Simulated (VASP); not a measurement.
Runs of VASP 6.6.1 on Al. The structure is that of space group Fm-3m (No. 225), or close to it. The cells are those of the table. 

| cell | gap on the mesh (eV) | pressure (GPa) |
| --- | --- | --- |
| a = 2.906, b = 2.906, c = 2.862 Å, angles 60.5, 60.5, 59.0°, 1 atom | none | (a) |
| a = 2.949, b = 2.949, c = 2.862 Å, angles 61.0, 61.0, 58.1°, 1 atom | none | -5.4 |
| a = 2.938, b = 2.938, c = 2.862 Å, angles 60.9, 60.9, 58.3°, 1 atom | none | -5.1 |
| a = 2.927, b = 2.927, c = 2.862 Å, angles 60.7, 60.7, 58.5°, 1 atom | none | (b) |
| a = 2.841, b = 2.841, c = 2.862 Å, angles 59.8, 59.8, 60.5°, 1 atom | none | -0.7 |

Alike in all rows: task single point; level PBEsol; potentials or basis VASP PAW PBE potentials, release 64 (Al); no spin polarisation; k mesh 20 × 20 × 20; cutoff (eV) 520; smearing gaussian 0.15 eV.

Fill in the values left out.

(a) -3.9; (b) -4.7.

Caveats: the PAW data sets were made with another functional, which shifts forces and pressure a little.

A gap of «none» marks levels without a gap at the run's occupations.
